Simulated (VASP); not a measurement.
A run of VASP 6.6.1:

The input INCAR:

```
  ALGO = Normal
  EDIFF = 1E-6
  ENCUT = 520
  GGA = PE
  ISIF = 2
  ISMEAR = -1
  IVDW = 12
  LASPH = T
  LCHARG = T
  LELF = T
  LREAL = Auto
  LVHAR = T
  LWAVE = F
  NBANDS = 44
  NELM = 80
  PREC = Accurate
  SIGMA = 0.02
```

Contents of KPOINTS:

```
k-points
0
Gamma
  1 1 1
```

POSCAR

```
H13ClO6
1.0
    5.6959650000      0.0000000000      0.0000000000
    0.0000000000      5.6959650000      0.0000000000
    0.0000000000      0.0000000000      5.6959650000
O H Cl
6 13 1
Direct
    0.7928946193      0.9804484403      0.4685246486
    0.3870810302      0.5983885084      0.3452092841
    0.9475655135      0.7175079201      0.0006495826
    0.6970197324      0.3175230185      0.1679434477
    0.0183638769      0.3993002064      0.6538488211
    0.5978091509      0.5527772730      0.7071321541
    0.9391384954      1.0546588682      0.5310777015
    0.6736698698      1.0303609661      0.5832725447
    0.3906449566      0.7414546964      0.2436988289
    0.4912249285      0.4704909528      0.2574102896
    0.9108026471      0.6896636479      0.1629750183
    1.0709686594      0.8460726146     -0.0050913234
    0.5951932640      0.2340253144      0.0592349145
    0.7558859649      0.1881156222      0.2742116568
    0.0685924159      0.4862916117      0.8046924446
    0.1249656555      0.4744586738      0.5330791183
    0.5087461036      0.5929811718      0.5453158508
    0.7754612256      0.5067622431      0.6730905123
    0.6090627312      0.7061138894      0.7868552563
    0.3915227709      0.9917195769      0.9366630588
```

Potentials or basis: VASP PAW PBE potentials, release 64 (O, H, Cl).

The run is started by

```console
$ cat potpaw_PBE.64/O/POTCAR potpaw_PBE.64/H/POTCAR potpaw_PBE.64/Cl/POTCAR > POTCAR
$ mpirun -np 1 vasp_gam > vasp.out
```

Hardware: 1 thread of Intel(R) Xeon(R) Platinum 8259CL CPU @ 2.50GHz (Skylake/Cascade Lake), with other jobs on the host.

Estimate the wall time of this run.

Run time: 28 s on 1 thread of Intel(R) Xeon(R) Platinum 8259CL CPU @ 2.50GHz (Skylake/Cascade Lake), on a shared host, peak memory 0.24 GiB. Counts: scf iterations 15, k points 1.
